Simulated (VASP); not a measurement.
# H6C3O in VASP: a series of runs, part 2 of 2

VASP 6.6.1.

## 3. Single point, PBE

The input, INCAR:

```
SYSTEM = H6C3O
PREC = Accurate ; ENCUT = 520
EDIFF = 1E-6 ; ISMEAR = -1
SIGMA = 0.05 ; LREAL = Auto
LASPH = .TRUE. ; NELM = 80
ALGO = Normal ; ISIF = 2
LWAVE = .FALSE. ; LCHARG = .FALSE.
GGA = PE ; NBANDS = 57
```

The input, KPOINTS:

```
Automatic mesh
0
G
  1 1 1
  0 0 0
```

The input, POSCAR:

```
H6C3O
1.0
    7.6630940000      0.0000000000      0.0000000000
    0.0000000000      7.6630940000      0.0000000000
    0.0000000000      0.0000000000      7.6630940000
O C H
3 9 18
Direct
    0.1654553631      0.0151244393      0.4103172948
    0.6848930732      1.0728303737      0.5718447405
    0.9451795841      0.5576337704      0.4080727706
    0.2821314733      0.0648954587      0.3313805103
    0.6919789839      1.0226939667      0.4316272252
    0.8718932588      0.4394830600      0.3540345453
    0.1205909780      0.2496772191      0.9939457874
    0.2899612089      0.2846108895      0.8820327664
    0.4335455105      0.6479758698      0.2026596568
    0.4276079610      0.6115284505      0.3914737311
    0.9727533030      0.8186641062      0.9107548465
    0.8727675793      0.6804562230      0.8192774355
    0.0849917801      0.3445605652      1.0958889451
    0.0141848710      0.2222731445      0.9036167376
    0.1333403975      0.1259021487      1.0703118088
    0.3222458187      0.1879919521      0.7808856318
    0.2645928655      0.4068200129      0.8151407251
    0.4000081429      0.2984956207      0.9672202899
    0.5689999366      0.6279186971      0.1526667949
    0.3435557492      0.5741414630      0.1194034681
    0.4259376174      0.7870841725      0.1836073001
    0.5486948222      0.6362312664      0.4659867150
    0.3405152018      0.7121144540      0.4546205488
    0.3713252115      0.4847650309      0.4215529654
    1.0624168254      0.7746740416      1.0149164293
    1.0432992209      0.9089279082      0.8100122483
    0.8764084063      0.8970528092      0.9775946896
    0.7935176053      0.7281654120      0.7042847184
    0.9598603384      0.5723797725      0.7683711044
    0.7859749600      0.6238733337      0.9152308454
```

Potentials or basis: VASP PAW PBE potentials, release 64 (O, C, H).

Command:

```
$ cat potpaw_PBE.64/O/POTCAR potpaw_PBE.64/C/POTCAR potpaw_PBE.64/H/POTCAR > POTCAR
$ mpirun -np 1 vasp_gam > vasp.out
```

OUTCAR:

```text
SYSTEM = H6C3O
   PREC = Accurate
   ENCUT = 520
   EDIFF = 1E-6
   ISMEAR = -1
   LREAL = Auto
   LASPH = .TRUE.
   NELM = 80
   ISIF = 2
   GGA = PE

 ion  position               nearest neighbor table
   1  0.165  0.015  0.410-   4 1.14
   2  0.685  0.073  0.572-   5 1.14
   3  0.945  0.558  0.408-   6 1.14
   4  0.282  0.065  0.331-   1 1.14
   5  0.692  0.023  0.432-   2 1.14
   6  0.872  0.439  0.354-   3 1.14
   7  0.121  0.250  0.994-  14 1.09  13 1.10  15 1.12   8 1.58
   8  0.290  0.285  0.882-  18 1.07  17 1.09  16 1.10   7 1.58
   9  0.434  0.648  0.203-  21 1.08  20 1.10  19 1.12  10 1.47
  10  0.428  0.612  0.391-  24 1.09  22 1.11  23 1.13   9 1.47
  11  0.973  0.819  0.911-  27 1.08  25 1.11  26 1.17  12 1.48
  12  0.873  0.680  0.819-  30 1.08  28 1.13  29 1.13  11 1.48
  13  0.085  0.345  0.096-   7 1.10
  14  0.014  0.222  0.904-   7 1.09
  15  0.133  0.126  0.070-   7 1.12
  16  0.322  0.188  0.781-   8 1.10
  17  0.265  0.407  0.815-   8 1.09
  18  0.400  0.298  0.967-   8 1.07
[... 10 lines left out ...]
  29  0.960  0.572  0.768-  12 1.13
  30  0.786  0.624  0.915-  12 1.08

  LATTYP: Found a simple cubic cell.
 ALAT       =     7.6630940000

  Lattice vectors:

 A1 = (   7.6630940000,   0.0000000000,   0.0000000000)
 A2 = (   0.0000000000,   7.6630940000,   0.0000000000)
 A3 = (   0.0000000000,   0.0000000000,   7.6630940000)

Analysis of symmetry for initial positions (statically):
=====================================================================
 Subroutine PRICEL returns:
 Original cell was already a primitive cell.

 Routine SETGRP: Setting up the symmetry group for a
 simple cubic supercell.

 Subroutine GETGRP returns: Found  1 space group operations
 (whereof  1 operations were pure point group operations)
 out of a pool of 48 trial point group operations.

The static configuration has the point symmetry C_1 .

Analysis of symmetry for dynamics (positions and initial velocities):
=====================================================================
 Subroutine PRICEL returns:
 Original cell was already a primitive cell.

 Routine SETGRP: Setting up the symmetry group for a
 simple cubic supercell.

 Subroutine GETGRP returns: Found  1 space group operations
 (whereof  1 operations were pure point group operations)
 out of a pool of 48 trial point group operations.

The dynamic configuration has the point symmetry C_1 .

 Subroutine INISYM returns: Found  1 space group operations
 (whereof  1 operations are pure point group operations),
 and found     1 'primitive' translations

----------------------------------------------------------------------------------------

                                     Primitive cell

  volume of cell :     449.9999

  direct lattice vectors                    reciprocal lattice vectors
     7.663094000  0.000000000  0.000000000     0.130495594  0.000000000  0.000000000
     0.000000000  7.663094000  0.000000000     0.000000000  0.130495594  0.000000000
     0.000000000  0.000000000  7.663094000     0.000000000  0.000000000  0.130495594

  length of vectors
     7.663094000  7.663094000  7.663094000     0.130495594  0.130495594  0.130495594

  position of ions in fractional coordinates (direct lattice)
     0.165455363  0.015124439  0.410317295
     0.684893073  0.072830374  0.571844740
     0.945179584  0.557633770  0.408072771
     0.282131473  0.064895459  0.331380510
     0.691978984  0.022693967  0.431627225
     0.871893259  0.439483060  0.354034545
[... 22 lines left out ...]
     0.959860338  0.572379772  0.768371104
     0.785974960  0.623873334  0.915230845

  ion indices of the primitive-cell ions
   primitive index   ion index
                 1           1
                 2           2
                 3           3
                 4           4
                 5           5
                 6           6
[... 22 lines left out ...]
                29          29
                30          30

----------------------------------------------------------------------------------------

 KPOINTS: Automatic mesh

Automatic generation of k-mesh.
 Grid dimensions read from file:
 generate k-points for:    1    1    1

 Generating k-lattice:

  Cartesian coordinates                     Fractional coordinates (reciprocal lattice)
     0.130495594  0.000000000  0.000000000     1.000000000  0.000000000  0.000000000
     0.000000000  0.130495594  0.000000000     0.000000000  1.000000000  0.000000000
     0.000000000  0.000000000  0.130495594     0.000000000  0.000000000  1.000000000

  Length of vectors
     0.130495594  0.130495594  0.130495594

  Shift w.r.t. Gamma in fractional coordinates (k-lattice)
     0.000000000  0.000000000  0.000000000

 Subroutine IBZKPT returns following result:
 ===========================================

 Found      1 irreducible k-points:

 Following reciprocal coordinates:
            Coordinates               Weight
  0.000000  0.000000  0.000000      1.000000
   k-points           NKPTS =      1   k-points in BZ     NKDIM =      1   number of bands    NBANDS=     57
   number of dos      NEDOS =    301   number of ions     NIONS =     30
   total plane-waves  NPLWV = 216000
   dimension x,y,z NGX =    60 NGY =   60 NGZ =   60
   dimension x,y,z NGXF=   120 NGYF=  120 NGZF=  120
   ions per type =               3   9  18
   NGX,Y,Z   is equivalent  to a cutoff of  13.02, 13.02, 13.02 a.u.
   NGXF,Y,Z  is equivalent  to a cutoff of  26.03, 26.03, 26.03 a.u.
 SYSTEM =  H6C3O
   PREC   = accura    normal or accurate (medium, high low for compatibility)
   ISTART =      0    job   : 0-new  1-cont  2-samecut
   ICHARG =      2    charge: 1-file 2-atom 10-const
   ISPIN  =      1    spin polarized calculation?
   LNONCOLLINEAR =      F non collinear calculations
   LSORBIT =      F    spin-orbit coupling
   LASPH  =      T    aspherical Exc in radial PAW
   ENCUT  =  520.0 eV  38.22 Ry    6.18 a.u.  14.25 14.25 14.25*2*pi/ulx,y,z
   NELM   =     80;   NELMIN=  2; NELMDL= -5     # of ELM steps
   EDIFF  = 0.1E-05   stopping-criterion for ELM
   LREAL  =      T    real-space projection
   EDIFFG = 0.1E-04   stopping-criterion for IOM
   NSW    =      0    number of steps for IOM
   IBRION =     -1    ionic relax: 0-MD 1-quasi-New 2-CG
   NFREE  =      0    steps in history (QN), initial steepest desc. (CG)
   ISIF   =      2    stress and relaxation
   ISYM   =      2    0-nonsym 1-usesym 2-fastsym
   POTIM  = 0.5000    time-step for ionic-motion
   TEBEG  =    0.0;   TEEND  =   0.0 temperature during run
   PSTRESS=    0.0 pullay stress
   NELECT =      72.0000    total number of electrons
   NUPDOWN=      -1.0000    fix difference up-down
   EMIN   =  10.00;   EMAX   =-10.00  energy-range for DOS
   EFERMI =   0.00;   METHOD = LEGACY
   ISMEAR =    -1;   SIGMA  =   0.05  broadening in eV -4-tet -1-fermi 0-gaus
   EFERMI_NEDOS =   21; number of points for ismear=-14 and -15
   IALGO  =     38    algorithm
   IMIX   =      4    mixing-type and parameters
     AMIX     =   0.40;   BMIX     =  1.00
     AMIX_MAG =   1.60;   BMIX_MAG =  1.00
  volume/ion in A,a.u.               =      15.00       101.22
  Fermi-wavevector in a.u.,A,eV,Ry     =   0.888754  1.679501 10.747017  0.789883
  Thomas-Fermi vector in A             =   2.010225
   LORBIT       =      0    0 simple, 1 ext, 2 COOP (PROOUT), +10 PAW based schemes
   GGA     = PE    functional components
   LHFCALC =     F    Hartree Fock is set to
   AEXX    =    0.0000 exact exchange contribution
   IVDW    =     0    specifies the selected vdW correction
   LEPSILON=     F    determine dielectric tensor
   LRPA    =     F    only Hartree local field effects (RPA)
 non-spin polarized calculation
  energy-cutoff  :      520.00
  volume of cell :      450.00
 maximum number of plane-waves:      6075
 NGX is ok and might be reduce to    60
   NGX = 29   NGY = 29   NGZ = 29

 number of electron      72.0000004 magnetization

 Free energy of the ion-electron system (eV)
  ---------------------------------------------------
  ext. energy  EPLUGINS =         0.00000000
  ---------------------------------------------------
  free energy    TOTEN  =      -165.12900643 eV

  energy without entropy =     -165.12900643  energy(sigma->0) =     -165.12900643

 E-fermi :  -3.6646     XC(G=0):  -5.7835

 val. band max:       -4.8782662163   @ k =   0.0000   0.0000   0.0000
 cond. band min:       0.1893232790   @ k =   0.0000   0.0000   0.0000
 fundamental gap:      5.0675894953
 Fermi energy:        -3.6645747113

 k-point     1 :       0.0000    0.0000    0.0000
  band No.  band energies     occupation
      1     -26.7091      2.00000
      2     -26.6902      2.00000
      3     -26.6027      2.00000
      4     -16.3071      2.00000
      5     -16.1228      2.00000
      6     -15.8031      2.00000
[... 40 lines left out ...]
     47       3.7364      0.00000
     48       3.9116      0.00000
 [bands above 48 left out]

------------------------ aborting loop because EDIFF is reached ----------------------------------------

  FORCE on cell =-STRESS in cart. coord.  units (eV):
  Direction    XX          YY          ZZ          XY          YZ          ZX
  --------------------------------------------------------------------------------------
  -------------------------------------------------------------------------------------
  Total       -0.2436501      3.2693136     -0.2769357      0.7807310      0.0801116      1.4952546
  in kB       -0.8674904     11.6400460     -0.9860005      2.7797102      0.2852291      5.3236963
  external PRESSURE =       3.2621851 kB  Pullay stress =       0.0000000 kB

 VOLUME and BASIS-vectors are now :
 -----------------------------------------------------------------------------
  energy-cutoff  :      520.00
  volume of cell :      450.00
      direct lattice vectors                 reciprocal lattice vectors
     7.663094000  0.000000000  0.000000000     0.130495594  0.000000000  0.000000000
     0.000000000  7.663094000  0.000000000     0.000000000  0.130495594  0.000000000
     0.000000000  0.000000000  7.663094000     0.000000000  0.000000000  0.130495594

 POSITION                                       TOTAL-FORCE (eV/Angst)
 -----------------------------------------------------------------------------------
      1.26790      0.11590      3.14430         0.038769      0.035676      0.038683
      5.24840      0.55811      4.38210        -0.008934      0.078905      0.150474
      7.24300      4.27320      3.12710         0.017802     -0.015020     -0.066212
      2.16200      0.49730      2.53940        -0.064505     -0.009178      0.147860
      5.30270      0.17391      3.30760         0.054025     -0.079107     -0.141031
      6.68140      3.36780      2.71300        -0.002321      0.023292      0.008864
[... 22 lines left out ...]
      7.35550      4.38620      5.88810        -0.612910      0.649145      0.273593
      6.02300      4.78080      7.01350        -0.571021     -0.542656      0.064372
 -----------------------------------------------------------------------------------
    total drift:                                0.004001      0.005174      0.012985

  FREE ENERGIE OF THE ION-ELECTRON SYSTEM (eV)
  ---------------------------------------------------
  free  energy   TOTEN  =      -165.1290064331 eV

  energy  without entropy=     -165.1290064330  energy(sigma->0) =     -165.12900643
```

Run time: 1.7 min. Hardware: 1 thread of Intel Xeon 8259CL, shared host; peak memory 0.45 GiB.

Results:

| Quantity | Value |
| --- | --- |
| Free energy | -165.1290 eV |
| Pressure | 0.3 GPa |
| Largest force | 2.605 eV/Å |

Forces on the atoms (eV/Å):
```
O    0.039  0.036  0.039
O   -0.009  0.079  0.150
O    0.018 -0.015 -0.066
C   -0.065 -0.009  0.148
C    0.054 -0.079 -0.141
C   -0.002  0.023  0.009
C    0.962 -1.596 -0.288
C   -1.557  0.198  0.662
C    1.923  0.134 -1.370
C   -1.068  1.024  2.144
C    1.091  1.917 -1.034
C    0.227 -1.532 -1.381
H    0.202  0.381 -0.588
H   -0.479  0.332  0.079
H    0.080  0.355 -0.450
H   -0.361 -0.234  0.284
H    0.324  0.493 -0.298
H    0.817  0.167  0.376
H   -0.429 -0.502 -0.105
H   -0.079  0.204  0.152
H   -0.625  0.708 -0.451
H    0.078 -0.493 -0.435
H    0.045 -0.780 -0.184
H    0.190 -0.336  0.293
H    0.052 -0.149 -0.476
H   -0.541 -1.042  1.433
H   -0.207  0.779  0.288
H    0.504 -0.171  0.873
H   -0.613  0.649  0.274
H   -0.571 -0.543  0.064
```

Stress tensor (GPa, compression positive):
```
-0.09  0.28  0.53
 0.28  1.16  0.03
 0.53  0.03 -0.10
```

Levels at points of the mesh, in eV from the Fermi level:
| k point | band 33 | band 34 | band 35 | band 36 | band 37 | band 38 | band 39 | band 40 |
| --- | --- | --- | --- | --- | --- | --- | --- | --- |
| (0.00, 0.00, 0.00) | -1.68 | -1.63 | -1.49 | -1.21 | 3.85 | 3.95 | 4.04 | 4.05 |

Caveat: the k points lie up to 0.82 Å⁻¹ apart; the atoms stand as in a frame of molecular dynamics.
